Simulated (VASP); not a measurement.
# Al3As3H in VASP: single point with PBEsol

Aim: the single point of Al3As3H with PBEsol.

Program: VASP 6.6.1. These are calculated values, not measurements. Logs are shortened: lines on timing, memory, paths and dates and some standing lists are left out, and cuts for length are marked.

## (1) The cell of the first run

The cell holds a slab with vacuum, 7 atoms: a = 4.013 Å, b = 4.013 Å, c = 26.372 Å, α = 90.00°, β = 90.00°, γ = 120.00°.

## (2) Single point, PBEsol, collinear spin

File INCAR:

```
SYSTEM = Al3As3H
ALGO     = Normal         ! electronic algorithm
DIPOL    = 0.5 0.5 0.491
EDIFF    = 1E-6           ! SCF threshold, eV
ENCUT    = 520            ! plane-wave cutoff, eV
GGA      = PS             ! functional
IDIPOL   = 3            
ISIF     = 2              ! what is computed and relaxed
ISMEAR   = 0              ! smearing method
ISPIN    = 2              ! spin polarisation
LASPH    = .True.         ! aspherical terms in the spheres
LCHARG   = .False.        ! write CHGCAR
LDIPOL   = .True.       
LORBIT   = 11             ! projections on sites
LREAL    = .False.        ! projectors in reciprocal space
LWAVE    = .False.        ! write WAVECAR
MAGMOM   = 0 0 0 0 0 0 1  ! initial moments
NBANDS   = 26             ! bands
NELM     = 150            ! most SCF steps
PREC     = Accurate       ! precision mode
SIGMA    = 0.05           ! smearing width, eV
```

File KPOINTS:

```
k-points
0
Gamma
  9 9 1
  0 0 0
```

File POSCAR:

```
Al3As3H
1.0
    4.0125456560      0.0000000000      0.0000000000
   -2.0062728280      3.4749664720      0.0000000000
    0.0000000000      0.0000000000     26.3715170702
As Al H
3 3 1
Direct
    0.0000000000      0.0000000000      0.3223174448
    0.3333333334      0.6666666667      0.4465510944
    0.6667223835      0.3334447669      0.5703161948
    0.3333333334      0.6666666667      0.3533758573
    0.6666596585      0.3333193171      0.4783707628
    0.0001440680      0.0002881360      0.6045206548
   -0.0002454342     -0.0004908683      0.6649355996
```

Potentials or basis: VASP PAW PBE potentials, release 64 (As, Al, H).

On the command line:

```bash
cat potpaw_PBE.64/As/POTCAR potpaw_PBE.64/Al/POTCAR potpaw_PBE.64/H/POTCAR > POTCAR
mpirun -np 1 vasp_std > vasp.out
```

OUTCAR:

```text
SYSTEM = Al3As3H
   EDIFF = 1E-6
   ENCUT = 520
   GGA = PS
   ISIF = 2
   ISMEAR = 0
   ISPIN = 2
   LASPH = .True.
   LORBIT = 11
   LREAL = .False.
   NELM = 150
   PREC = Accurate

 ion  position               nearest neighbor table
   1  0.000  0.000  0.322-   4 2.46   4 2.46   4 2.46
   2  0.333  0.667  0.447-   4 2.46   5 2.46   5 2.46   5 2.46
   3  0.667  0.333  0.570-   5 2.42   6 2.49   6 2.49   6 2.49
   4  0.333  0.667  0.353-   2 2.46   1 2.46   1 2.46   1 2.46
   5  0.667  0.333  0.478-   3 2.42   2 2.46   2 2.46   2 2.46
   6  0.000  0.000  0.605-   7 1.59   3 2.49   3 2.49   3 2.49
   7  1.000  1.000  0.665-   6 1.59

  LATTYP: Found a hexagonal cell.
 ALAT       =     4.0125456560
 C/A-ratio  =     6.5722659207

  Lattice vectors:

 A1 = (   4.0125456560,   0.0000000000,   0.0000000000)
 A2 = (  -2.0062728280,   3.4749664720,   0.0000000000)
 A3 = (   0.0000000000,   0.0000000000,  26.3715170702)

Analysis of symmetry for initial positions (statically):
=====================================================================
 Subroutine PRICEL returns:
 Original cell was already a primitive cell.

 Routine SETGRP: Setting up the symmetry group for a
 hexagonal supercell.

 Subroutine GETGRP returns: Found  2 space group operations
 (whereof  2 operations were pure point group operations)
 out of a pool of 24 trial point group operations.

The static configuration has the point symmetry C_1h.

Analysis of symmetry for dynamics (positions and initial velocities):
=====================================================================
 Subroutine PRICEL returns:
 Original cell was already a primitive cell.

 Routine SETGRP: Setting up the symmetry group for a
 hexagonal supercell.

 Subroutine GETGRP returns: Found  2 space group operations
 (whereof  2 operations were pure point group operations)
 out of a pool of 24 trial point group operations.

The dynamic configuration has the point symmetry C_1h.

Analysis of structural, dynamic, and magnetic symmetry:
=====================================================================
 Subroutine PRICEL returns:
 Original cell was already a primitive cell.

 Routine SETGRP: Setting up the symmetry group for a
 hexagonal supercell.

 Subroutine GETGRP returns: Found  2 space group operations
 (whereof  2 operations were pure point group operations)
 out of a pool of 24 trial point group operations.

The overall configuration has the point symmetry C_1h.

 Subroutine INISYM returns: Found  2 space group operations
 (whereof  2 operations are pure point group operations),
 and found     1 'primitive' translations

----------------------------------------------------------------------------------------

                                     Primitive cell

  volume of cell :     367.7102

  direct lattice vectors                    reciprocal lattice vectors
     4.012545656  0.000000000  0.000000000     0.249218348  0.143886280  0.000000000
    -2.006272828  3.474966472  0.000000000     0.000000000  0.287772561  0.000000000
     0.000000000  0.000000000 26.371517070     0.000000000  0.000000000  0.037919699

  length of vectors
     4.012545656  4.012545656 26.371517070     0.287772561  0.287772561  0.037919699

  position of ions in fractional coordinates (direct lattice)
     0.000000000  0.000000000  0.322317445
     0.333333333  0.666666667  0.446551094
     0.666722384  0.333444767  0.570316195
     0.333333333  0.666666667  0.353375857
     0.666659659  0.333319317  0.478370763
     0.000144068  0.000288136  0.604520655
     0.999754566  0.999509132  0.664935600

  ion indices of the primitive-cell ions
   primitive index   ion index
                 1           1
                 2           2
                 3           3
                 4           4
                 5           5
                 6           6
                 7           7

----------------------------------------------------------------------------------------

 KPOINTS: k-points

Automatic generation of k-mesh.
 Grid dimensions read from file:
 generate k-points for:    9    9    1

 Generating k-lattice:

  Cartesian coordinates                     Fractional coordinates (reciprocal lattice)
     0.027690928  0.015987364  0.000000000     0.111111111  0.000000000  0.000000000
     0.000000000  0.031974729  0.000000000     0.000000000  0.111111111  0.000000000
     0.000000000  0.000000000  0.037919699     0.000000000  0.000000000  1.000000000

  Length of vectors
     0.031974729  0.031974729  0.037919699

  Shift w.r.t. Gamma in fractional coordinates (k-lattice)
     0.000000000  0.000000000  0.000000000

 Subroutine IBZKPT returns following result:
 ===========================================

 Found     25 irreducible k-points:

 Following reciprocal coordinates:
            Coordinates               Weight
  0.000000  0.000000  0.000000      1.000000
  0.111111 -0.000000  0.000000      4.000000
  0.000000  0.111111  0.000000      2.000000
  0.222222  0.000000  0.000000      4.000000
  0.000000  0.222222  0.000000      2.000000
  0.333333 -0.000000  0.000000      4.000000
[... 16 lines left out ...]
 -0.222222 -0.444444  0.000000      4.000000
  0.444444  0.333333  0.000000      4.000000
   k-points           NKPTS =     25   k-points in BZ     NKDIM =     25   number of bands    NBANDS=     26
   number of dos      NEDOS =    301   number of ions     NIONS =      7
   total plane-waves  NPLWV = 176400
   dimension x,y,z NGX =    30 NGY =   30 NGZ =  196
   dimension x,y,z NGXF=    60 NGYF=   60 NGZF=  392
   ions per type =               3   3   1
   NGX,Y,Z   is equivalent  to a cutoff of  12.43, 12.43, 12.36 a.u.
   NGXF,Y,Z  is equivalent  to a cutoff of  24.86, 24.86, 24.71 a.u.
 SYSTEM =  Al3As3H
   PREC   = accura    normal or accurate (medium, high low for compatibility)
   ISTART =      0    job   : 0-new  1-cont  2-samecut
   ICHARG =      2    charge: 1-file 2-atom 10-const
   ISPIN  =      2    spin polarized calculation?
   LNONCOLLINEAR =      F non collinear calculations
   LSORBIT =      F    spin-orbit coupling
   LASPH  =      T    aspherical Exc in radial PAW
   ENCUT  =  520.0 eV  38.22 Ry    6.18 a.u.   7.46  7.46 49.03*2*pi/ulx,y,z
   NELM   =    150;   NELMIN=  2; NELMDL= -5     # of ELM steps
   EDIFF  = 0.1E-05   stopping-criterion for ELM
   LREAL  =      F    real-space projection
   EDIFFG = 0.1E-04   stopping-criterion for IOM
   NSW    =      0    number of steps for IOM
   IBRION =     -1    ionic relax: 0-MD 1-quasi-New 2-CG
   NFREE  =      0    steps in history (QN), initial steepest desc. (CG)
   ISIF   =      2    stress and relaxation
   ISYM   =      2    0-nonsym 1-usesym 2-fastsym
   POTIM  = 0.5000    time-step for ionic-motion
   TEBEG  =    0.0;   TEEND  =   0.0 temperature during run
   PSTRESS=    0.0 pullay stress
   NELECT =      25.0000    total number of electrons
   NUPDOWN=      -1.0000    fix difference up-down
   EMIN   =  10.00;   EMAX   =-10.00  energy-range for DOS
   EFERMI =   0.00;   METHOD = LEGACY
   ISMEAR =     0;   SIGMA  =   0.05  broadening in eV -4-tet -1-fermi 0-gaus
   EFERMI_NEDOS =   21; number of points for ismear=-14 and -15
   IALGO  =     38    algorithm
   IMIX   =      4    mixing-type and parameters
     AMIX     =   0.40;   BMIX     =  1.00
     AMIX_MAG =   1.60;   BMIX_MAG =  1.00
  volume/ion in A,a.u.               =      52.53       354.49
  Fermi-wavevector in a.u.,A,eV,Ry     =   0.668169  1.262656  6.074317  0.446450
  Thomas-Fermi vector in A             =   1.742999
   LORBIT       =     11    0 simple, 1 ext, 2 COOP (PROOUT), +10 PAW based schemes
   GGA     = PS    functional components
   LHFCALC =     F    Hartree Fock is set to
   AEXX    =    0.0000 exact exchange contribution
   IVDW    =     0    specifies the selected vdW correction
   LEPSILON=     F    determine dielectric tensor
   LRPA    =     F    only Hartree local field effects (RPA)
 spin polarized calculation
 Gauss-broadening in eV      SIGMA  =   0.05
  energy-cutoff  :      520.00
  volume of cell :      367.71
 maximum number of plane-waves:      9963
 NGX is ok and might be reduce to    30
   NGX = 15   NGY = 15   NGZ = 99

 dipolmoment           0.000000      0.000000     -0.056234 electrons x Angstroem

 number of electron      24.9999998 magnetization       0.9199935

 dipolmoment           0.000000      0.000000      0.090506 electrons x Angstroem

 Free energy of the ion-electron system (eV)
  ---------------------------------------------------
  ext. energy  EPLUGINS =         0.00000000
  ---------------------------------------------------
  free energy    TOTEN  =       -31.54619427 eV

  energy without entropy =      -31.53949762  energy(sigma->0) =      -31.54284594

 E-fermi :  -2.3844     XC(G=0):  -4.0377

 val. band max:       -2.3845594178   @ k =   0.3333   0.3333   0.0000
 cond. band min:      -2.3816349634   @ k =   0.0000   0.0000   0.0000
 fundamental gap:      0.0029244545
 Fermi energy:        -2.3843871687

 spin component 1

 k-point     1 :       0.0000    0.0000    0.0000
  band No.  band energies     occupation
      1     -14.0578      1.00000
      2     -13.3405      1.00000
      3     -12.9196      1.00000
      4      -7.3716      1.00000
      5      -5.9394      1.00000
      6      -4.0338      1.00000
[... 16 lines left out ...]
     23       2.8755      0.00000
     24       2.9046      0.00000
[... 598 lines left out ...]
      2     -12.2053      1.00000
      3     -12.1450      1.00000
      4      -7.4715      1.00000
      5      -7.2892      1.00000
      6      -7.0680      1.00000
[... 16 lines left out ...]
     23       4.7001      0.00000
     24       5.0874      0.00000

 [... further k-points ...]

 spin component 2

 k-point     1 :       0.0000    0.0000    0.0000
  band No.  band energies     occupation
      1     -13.9236      1.00000
      2     -13.1637      1.00000
      3     -12.7280      1.00000
      4      -7.2442      1.00000
      5      -5.7603      1.00000
      6      -3.7624      1.00000
[... 16 lines left out ...]
     23       2.9085      0.00000
     24       3.0231      0.00000
[... 598 lines left out ...]
      2     -12.1052      1.00000
      3     -11.7848      1.00000
      4      -7.4087      1.00000
      5      -7.1855      1.00000
      6      -6.9975      1.00000
[... 16 lines left out ...]
     23       4.7771      0.00000
     24       5.2213      0.00000

 [... further k-points ...]

 [bands above 24 left out]

------------------------ aborting loop because EDIFF is reached ----------------------------------------

 vacuum level on the upper side and lower side of the slab       (xc-potential included)         0.470        -0.688

  FORCE on cell =-STRESS in cart. coord.  units (eV):
  Direction    XX          YY          ZZ          XY          YZ          ZX
  --------------------------------------------------------------------------------------
  -------------------------------------------------------------------------------------
  Total       -0.2792464     -0.2840231      0.1755641      0.0000000      0.0002457      0.0000000
  in kB       -1.2167251     -1.2375379      0.7649634      0.0000000      0.0010704      0.0000000
  external PRESSURE =      -0.5630999 kB  Pullay stress =       0.0000000 kB

 VOLUME and BASIS-vectors are now :
 -----------------------------------------------------------------------------
  energy-cutoff  :      520.00
  volume of cell :      367.71
      direct lattice vectors                 reciprocal lattice vectors
     4.012545656  0.000000000  0.000000000     0.249218348  0.143886280  0.000000000
    -2.006272828  3.474966472  0.000000000     0.000000000  0.287772561  0.000000000
     0.000000000  0.000000000 26.371517070     0.000000000  0.000000000  0.037919699

 POSITION                                       TOTAL-FORCE (eV/Angst)
 -----------------------------------------------------------------------------------
      0.00000      0.00000      8.50000         0.000000      0.000046      0.314078
      0.00000      2.31664     11.77623        -0.000000     -0.000456      0.108532
      2.00627      1.15871     15.04010         0.000000      0.002827      0.004763
      0.00000      2.31664      9.31906         0.000000     -0.000004     -0.446217
      2.00627      1.15827     12.61536         0.000000      0.000411     -0.000581
     -0.00000      0.00100     15.94213         0.000000     -0.004435      0.004034
      2.00627      3.47326     17.53536         0.000000      0.001611      0.015392
 -----------------------------------------------------------------------------------
    total drift:                                0.000000     -0.000003     -0.000195

  FREE ENERGIE OF THE ION-ELECTRON SYSTEM (eV)
  ---------------------------------------------------
  free  energy   TOTEN  =       -31.5461942734 eV

  energy  without entropy=      -31.5394976154  energy(sigma->0) =      -31.54284594

 vacuum level on the upper side and lower side of the slab         4.083         2.911

 total charge

# of ion       s       p       d       tot
------------------------------------------
    1        1.235   1.550   0.020   2.804
    2        1.208   1.645   0.025   2.878
    3        1.202   1.654   0.023   2.879
    4        0.408   0.366   0.000   0.773
    5        0.407   0.367   0.000   0.774
    6        0.413   0.379   0.000   0.791
    7        0.529   0.007   0.000   0.536
--------------------------------------------------
tot          5.401   5.966   0.068  11.435

 magnetization (x)

# of ion       s       p       d       tot
------------------------------------------
    1        0.010   0.252  -0.000   0.262
    2        0.003   0.089   0.001   0.092
    3        0.001   0.044   0.001   0.046
    4       -0.003   0.007   0.000   0.004
    5       -0.001   0.006   0.000   0.006
    6       -0.000   0.005   0.000   0.004
    7        0.009   0.000   0.000   0.009
--------------------------------------------------
tot          0.019   0.404   0.001   0.423
```

Wall time 12 min (1 thread of Intel Xeon 6975P-C (Granite Rapids), shared host); peak memory 0.77 GiB.

What came out:

* Free energy: -31.5462 eV
* Largest force: 0.446 eV/Å
* Net moment: 0.92 μB per cell
* Site moments: As +0.26, +0.09, +0.05; Al +0.00, +0.01 (each value once); H +0.01 μB
* Valence electrons inside the program's atomic spheres: As 2.80, 2.88 (each value once); Al 0.77, 0.79 (each value once); H 0.54

Forces on the atoms (eV/Å):
```
As   0.000  0.000  0.314
As   0.000  0.000  0.109
As   0.000  0.003  0.005
Al   0.000  0.000 -0.446
Al   0.000  0.000 -0.001
Al   0.000 -0.004  0.004
H    0.000  0.002  0.015
```

Caveat: the PAW data sets were made with another functional, which shifts forces and pressure a little.
